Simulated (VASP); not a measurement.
# CoPdO2 (R-3m) in VASP: further runs

Runs on CoPdO2. Level: PBE+U. Tasks: single point.

Everything below comes from runs of VASP 6.6.1. Logs are shortened: lines on timing, memory, paths and dates and some standing lists are left out, and cuts for length are marked.

## Step 1: The cell of the first run

Symmetry: R-3m, No. 166, trigonal system. Conventional cell: a = 2.923 Å, b = 2.923 Å, c = 17.684 Å, α = 90.00°, β = 90.00°, γ = 120.00°. Co (site symmetry -3m) has 6 O at 1.94 Å within 2.6 Å. Within 2.7 Å of Pd (site symmetry -3m) lie 2 O at 2.00 Å. O (site symmetry 3m) has 3 Co at 1.94 Å and 1 Pd at 2.00 Å and 3 O at 2.54 Å within 2.6 Å.

## Step 2: Single point, PBE+U (biaxial strain in the a-b plane: +2.0 %, then relaxed in part)

File INCAR:

```
  PREC = Accurate
  ENCUT = 520
  EDIFF = 1E-6
  ISMEAR = 0
  SIGMA = 0.1
  LREAL = False
  LASPH = True
  NELM = 150
  ALGO = Normal
  ISIF = 2
  LWAVE = False
  LCHARG = True
  LMAXMIX = 4
  LDAU = True
  LDAUTYPE = 2
  LDAUL = 2 -1 -1
  LDAUU = 3.32 0 0
  LDAUJ = 0 0 0
  LDAUPRINT = 1
  GGA = PE
  LELF = True
  LVHAR = True
  NBANDS = 58
```

File KPOINTS:

```
regular mesh
0
Gamma
  12 12 2
```

File POSCAR:

```
CoPdO2
1.0
    2.9234939785      0.0000000000      0.0000000000
   -1.4617469892      2.5318200532      0.0000000000
    0.0000000000      0.0000000000     17.6837492976
Co Pd O
3 3 6
Direct
    0.6666666667      0.3333333333      0.8333333333
    0.3333333333      0.6666666667      0.1666666667
    0.0000000000      0.0000000000      0.5000000000
    0.0000000000      0.0000000000      0.0000000000
    0.6666666667      0.3333333333      0.3333333333
    0.3333333333      0.6666666667      0.6666666667
    0.3333333333      0.6666666667      0.7797982191
    0.0000000000      0.0000000000      0.8868684475
    0.0000000000      0.0000000000      0.1131315525
    0.6666666667      0.3333333333      0.2202017809
    0.6666666667      0.3333333333      0.4464648858
    0.3333333333      0.6666666667      0.5535351142
```

Potentials or basis: VASP PAW PBE potentials, release 64 (Co, Pd, O).

On the command line:

```bash
$ cat potpaw_PBE.64/Co/POTCAR potpaw_PBE.64/Pd/POTCAR potpaw_PBE.64/O/POTCAR > POTCAR
$ mpirun -np 1 vasp_std > vasp.out
```

OUTCAR:

```text
PREC = Accurate
   ENCUT = 520
   EDIFF = 1E-6
   ISMEAR = 0
   LREAL = False
   LASPH = True
   NELM = 150
   ISIF = 2
   GGA = PE

 ion  position               nearest neighbor table
   1  0.667  0.333  0.833-   8 1.94   7 1.94   7 1.94   8 1.94   8 1.94   7 1.94
   2  0.333  0.667  0.167-   9 1.94  10 1.94  10 1.94   9 1.94   9 1.94  10 1.94
   3  0.000  0.000  0.500-  11 1.94  12 1.94  12 1.94  11 1.94  11 1.94  12 1.94
   4  0.000  0.000  0.000-   8 2.00   9 2.00
   5  0.667  0.333  0.333-  10 2.00  11 2.00
   6  0.333  0.667  0.667-   7 2.00  12 2.00
   7  0.333  0.667  0.780-   1 1.94   1 1.94   1 1.94   6 2.00
   8  0.000  0.000  0.887-   1 1.94   1 1.94   1 1.94   4 2.00
   9  0.000  0.000  0.113-   2 1.94   2 1.94   2 1.94   4 2.00
  10  0.667  0.333  0.220-   2 1.94   2 1.94   2 1.94   5 2.00
  11  0.667  0.333  0.446-   3 1.94   3 1.94   3 1.94   5 2.00
  12  0.333  0.667  0.554-   3 1.94   3 1.94   3 1.94   6 2.00

  LATTYP: Found a hexagonal cell.
 ALAT       =     2.9234939785
 C/A-ratio  =     6.0488406775

  Lattice vectors:

 A1 = (   2.9234939785,   0.0000000000,   0.0000000000)
 A2 = (  -1.4617469892,   2.5318200532,   0.0000000000)
 A3 = (   0.0000000000,   0.0000000000,  17.6837492976)

Analysis of symmetry for initial positions (statically):
=====================================================================
 Subroutine PRICEL returns following result:

  LATTYP: Found a trigonal (rhomboedric) cell.
 ALAT       =     6.1314801592
 COS(alpha) =     0.8863305503

  Lattice vectors:

 A1 = (   1.4617469895,  -0.8439400179,  -5.8945831004)
 A2 = (  -1.4617469899,  -0.8439400174,  -5.8945830968)
 A3 = (   0.0000000003,   1.6878800353,  -5.8945831004)

   3 primitive cells build up your supercell.

 Routine SETGRP: Setting up the symmetry group for a
 hexagonal supercell.

 Subroutine GETGRP returns: Found 12 space group operations
 (whereof 12 operations were pure point group operations)
 out of a pool of 24 trial point group operations.

The static configuration has the point symmetry D_3d.

Analysis of symmetry for dynamics (positions and initial velocities):
=====================================================================
 Subroutine PRICEL returns following result:

  LATTYP: Found a trigonal (rhomboedric) cell.
 ALAT       =     6.1314801592
 COS(alpha) =     0.8863305503

  Lattice vectors:

 A1 = (   1.4617469895,  -0.8439400179,  -5.8945831004)
 A2 = (  -1.4617469899,  -0.8439400174,  -5.8945830968)
 A3 = (   0.0000000003,   1.6878800353,  -5.8945831004)

   3 primitive cells build up your supercell.

 Routine SETGRP: Setting up the symmetry group for a
 hexagonal supercell.

 Subroutine GETGRP returns: Found 12 space group operations
 (whereof 12 operations were pure point group operations)
 out of a pool of 24 trial point group operations.

The dynamic configuration has the point symmetry D_3d.

 Subroutine INISYM returns: Found 12 space group operations
 (whereof 12 operations are pure point group operations),
 and found     3 'primitive' translations

----------------------------------------------------------------------------------------

                                     Primitive cell

  volume of cell :      43.6303

[... 76 lines left out ...]
   total plane-waves  NPLWV =  80640
   dimension x,y,z NGX =    24 NGY =   24 NGZ =  140
   dimension x,y,z NGXF=    48 NGYF=   48 NGZF=  280
   ions per type =               3   3   6
   NGX,Y,Z   is equivalent  to a cutoff of  13.65, 13.65, 13.16 a.u.
   NGXF,Y,Z  is equivalent  to a cutoff of  27.30, 27.30, 26.32 a.u.
 SYSTEM =  unknown system
   PREC   = accura    normal or accurate (medium, high low for compatibility)
   ISTART =      0    job   : 0-new  1-cont  2-samecut
   ICHARG =      2    charge: 1-file 2-atom 10-const
   ISPIN  =      1    spin polarized calculation?
   LNONCOLLINEAR =      F non collinear calculations
   LSORBIT =      F    spin-orbit coupling
   LASPH  =      T    aspherical Exc in radial PAW
   ENCUT  =  520.0 eV  38.22 Ry    6.18 a.u.   5.44  5.44 32.88*2*pi/ulx,y,z
   NELM   =    150;   NELMIN=  2; NELMDL= -5     # of ELM steps
   EDIFF  = 0.1E-05   stopping-criterion for ELM
   LREAL  =      F    real-space projection
   EDIFFG = 0.1E-04   stopping-criterion for IOM
   NSW    =      0    number of steps for IOM
   IBRION =     -1    ionic relax: 0-MD 1-quasi-New 2-CG
   NFREE  =      0    steps in history (QN), initial steepest desc. (CG)
   ISIF   =      2    stress and relaxation
   ISYM   =      2    0-nonsym 1-usesym 2-fastsym
   POTIM  = 0.5000    time-step for ionic-motion
   TEBEG  =    0.0;   TEEND  =   0.0 temperature during run
   PSTRESS=    0.0 pullay stress
   NELECT =      93.0000    total number of electrons
   NUPDOWN=      -1.0000    fix difference up-down
   EMIN   =  10.00;   EMAX   =-10.00  energy-range for DOS
   EFERMI =   0.00;   METHOD = LEGACY
   ISMEAR =     0;   SIGMA  =   0.10  broadening in eV -4-tet -1-fermi 0-gaus
   EFERMI_NEDOS =   21; number of points for ismear=-14 and -15
   IALGO  =     38    algorithm
   IMIX   =      4    mixing-type and parameters
     AMIX     =   0.40;   BMIX     =  1.00
     AMIX_MAG =   1.60;   BMIX_MAG =  1.00
  volume/ion in A,a.u.               =      10.91        73.61
  Fermi-wavevector in a.u.,A,eV,Ry     =   1.460829  2.760566 29.035119  2.134021
  Thomas-Fermi vector in A             =   2.577232
   LORBIT       =      0    0 simple, 1 ext, 2 COOP (PROOUT), +10 PAW based schemes
 LDA+U is selected, type is set to LDAUTYPE =  2
   angular momentum for each species LDAUL =     2   -1   -1
   U (eV)           for each species LDAUU =   3.3  0.0  0.0
   J (eV)           for each species LDAUJ =   0.0  0.0  0.0
   GGA     = PE    functional components
   LHFCALC =     F    Hartree Fock is set to
   AEXX    =    0.0000 exact exchange contribution
   IVDW    =     0    specifies the selected vdW correction
   LEPSILON=     F    determine dielectric tensor
   LRPA    =     F    only Hartree local field effects (RPA)
 non-spin polarized calculation
 Gauss-broadening in eV      SIGMA  =   0.10
  energy-cutoff  :      520.00
  volume of cell :      130.89
 maximum number of plane-waves:      3617
 NGX is ok and might be reduce to    24
   NGX = 11   NGY = 11   NGZ = 65

atom =   1  type =  1  l = 2

 onsite density matrix

spin component  1
[... 83 lines left out ...]
  o =  0.3861  v = -0.4517 -0.5216 -0.0000  0.6137  0.3839  0.0000  0.0000  0.0000  0.0000  0.0000      0.0000  0.0000  0.0000  0.0000  0.0000  0.0000  0.0000  0.0000  0.0000  0.0000
  o =  0.3861  v =  0.0000  0.0000  0.0000  0.0000  0.0000 -0.4517 -0.5216 -0.0000  0.6137  0.3839      0.0000  0.0000  0.0000  0.0000  0.0000  0.0000  0.0000  0.0000  0.0000  0.0000
  o =  0.3861  v =  0.3839 -0.6137  0.0000 -0.5216  0.4517  0.0000  0.0000  0.0000  0.0000  0.0000      0.0000  0.0000  0.0000  0.0000  0.0000  0.0000  0.0000  0.0000  0.0000  0.0000
  o =  0.3861  v =  0.0000  0.0000  0.0000  0.0000  0.0000  0.3839 -0.6137  0.0000 -0.5216  0.4517      0.0000  0.0000  0.0000  0.0000  0.0000  0.0000  0.0000  0.0000  0.0000  0.0000
  o =  0.9626  v =  0.0000  0.0000  0.0000  0.0000  0.0000 -0.6137  0.3839 -0.0000 -0.4517  0.5216      0.0000  0.0000  0.0000  0.0000  0.0000  0.0000  0.0000  0.0000  0.0000  0.0000
  o =  0.9626  v = -0.6137  0.3839 -0.0000 -0.4517  0.5216  0.0000  0.0000  0.0000  0.0000  0.0000      0.0000  0.0000  0.0000  0.0000  0.0000  0.0000  0.0000  0.0000  0.0000  0.0000
  o =  0.9626  v =  0.0000  0.0000  0.0000  0.0000  0.0000 -0.5216 -0.4517 -0.0000 -0.3839 -0.6137      0.0000  0.0000  0.0000  0.0000  0.0000  0.0000  0.0000  0.0000  0.0000  0.0000
  o =  0.9626  v = -0.5216 -0.4517 -0.0000 -0.3839 -0.6137  0.0000  0.0000  0.0000  0.0000  0.0000      0.0000  0.0000  0.0000  0.0000  0.0000  0.0000  0.0000  0.0000  0.0000  0.0000
  o =  0.9646  v = -0.0000  0.0000  1.0000 -0.0000  0.0000  0.0000  0.0000  0.0000  0.0000  0.0000      0.0000  0.0000  0.0000  0.0000  0.0000  0.0000  0.0000  0.0000  0.0000  0.0000
  o =  0.9646  v =  0.0000  0.0000  0.0000  0.0000  0.0000 -0.0000  0.0000  1.0000 -0.0000  0.0000      0.0000  0.0000  0.0000  0.0000  0.0000  0.0000  0.0000  0.0000  0.0000  0.0000

 number of electron      92.9999977 magnetization

 Free energy of the ion-electron system (eV)
  ---------------------------------------------------
  ext. energy  EPLUGINS =         0.00000000
  ---------------------------------------------------
  free energy    TOTEN  =       -70.40811272 eV

  energy without entropy =      -70.38515028  energy(sigma->0) =      -70.39663150

 E-fermi :   7.0141     XC(G=0): -12.1097

 val. band max:        7.0057623307   @ k =   0.2500   0.1667   0.5000
 cond. band min:       7.0287800751   @ k =   0.3333   0.0833   0.0000
 fundamental gap:      0.0230177444
 Fermi energy:         7.0140710824

 k-point     1 :       0.0000    0.0000    0.0000
  band No.  band energies     occupation
      1     -13.4217      2.00000
      2     -13.3054      2.00000
      3     -13.3054      2.00000
      4     -11.7771      2.00000
      5     -11.7770      2.00000
      6     -11.5871      2.00000
[... 1453 lines left out ...]
     57      11.1221      0.00000
     58      15.9019      0.00000

 [... further k-points ...]

------------------------ aborting loop because EDIFF is reached ----------------------------------------

  FORCE on cell =-STRESS in cart. coord.  units (eV):
  Direction    XX          YY          ZZ          XY          YZ          ZX
  --------------------------------------------------------------------------------------
  -------------------------------------------------------------------------------------
  Total       -6.2776802     -6.2776802     -0.3845859     -0.0000000      0.0000000      0.0000000
  in kB      -76.8423050    -76.8423050     -4.7075463     -0.0000000      0.0000000      0.0000000
  external PRESSURE =     -52.7973854 kB  Pullay stress =       0.0000000 kB

 VOLUME and BASIS-vectors are now :
 -----------------------------------------------------------------------------
  energy-cutoff  :      520.00
  volume of cell :      130.89
      direct lattice vectors                 reciprocal lattice vectors
     2.923493978  0.000000000  0.000000000     0.342056460  0.197486389  0.000000000
    -1.461746989  2.531820053  0.000000000     0.000000000  0.394972778  0.000000000
     0.000000000  0.000000000 17.683749298     0.000000000  0.000000000  0.056549094

 POSITION                                       TOTAL-FORCE (eV/Angst)
 -----------------------------------------------------------------------------------
      1.46175      0.84394     14.73646         0.000000     -0.000000      0.000000
     -0.00000      1.68788      2.94729        -0.000000     -0.000000      0.000000
      0.00000      0.00000      8.84187         0.000000     -0.000000      0.000000
      0.00000      0.00000      0.00000        -0.000000     -0.000000      0.000000
      1.46175      0.84394      5.89458        -0.000000     -0.000000      0.000000
     -0.00000      1.68788     11.78917         0.000000     -0.000000      0.000000
     -0.00000      1.68788     13.78976         0.000000     -0.000000      0.055435
      0.00000      0.00000     15.68316        -0.000000      0.000000     -0.055435
      0.00000      0.00000      2.00059        -0.000000     -0.000000      0.055435
      1.46175      0.84394      3.89399        -0.000000      0.000000     -0.055435
      1.46175      0.84394      7.89517         0.000000     -0.000000      0.055435
     -0.00000      1.68788      9.78858        -0.000000      0.000000     -0.055435
 -----------------------------------------------------------------------------------
    total drift:                                0.000000      0.000000      0.000000

  FREE ENERGIE OF THE ION-ELECTRON SYSTEM (eV)
  ---------------------------------------------------
  free  energy   TOTEN  =       -70.4081127210 eV

  energy  without entropy=      -70.3851502777  energy(sigma->0) =      -70.39663150
```

It took 8.2 min on 1 thread of Intel Xeon Platinum 8259CL at 2.50GHz (Skylake/Cascade Lake), shared host; peak memory 0.42 GiB.

What came out:

```yaml
Free_energy: -70.4081 eV
Pressure: -5.3 GPa
Largest_force: 0.055 eV/Å
Band_gap_on_the_k_mesh: zero (an odd number of electrons rules out a gap without spin polarisation)
```

Forces in eV/Å, atoms in the order of the input:
```
Co   0.000  0.000  0.000
Co   0.000  0.000  0.000
Co   0.000  0.000  0.000
Pd   0.000  0.000  0.000
Pd   0.000  0.000  0.000
Pd   0.000  0.000  0.000
O    0.000  0.000  0.055
O    0.000  0.000 -0.055
O    0.000  0.000  0.055
O    0.000  0.000 -0.055
O    0.000  0.000  0.055
O    0.000  0.000 -0.055
```

Eigenvalues of the final occupation matrices:
```
    site  spin  trace               eigenvalues
site 1 d     1   3.66  0.39 0.39 0.96 0.96 0.96
site 1 d     2   3.66  0.39 0.39 0.96 0.96 0.96
site 2 d     1   3.66  0.39 0.39 0.96 0.96 0.96
site 2 d     2   3.66  0.39 0.39 0.96 0.96 0.96
site 3 d     1   3.66  0.39 0.39 0.96 0.96 0.96
site 3 d     2   3.66  0.39 0.39 0.96 0.96 0.96
```

Caveat: the cell differs from its parent crystal (biaxial strain in the a-b plane: +2.0 %, then relaxed in part); the stress differs along the axes, from -8 to -0 GPa; an odd number of electrons without spin polarisation forces a metal; a magnetic or distorted state may lie lower; the run has no spin polarisation, though such a crystal can be magnetic; U without spin polarisation on a metal has little footing.

[end of part 1 of 2]

The gap in the log of VASP goes by the Fermi energy; the results here count the filled bands.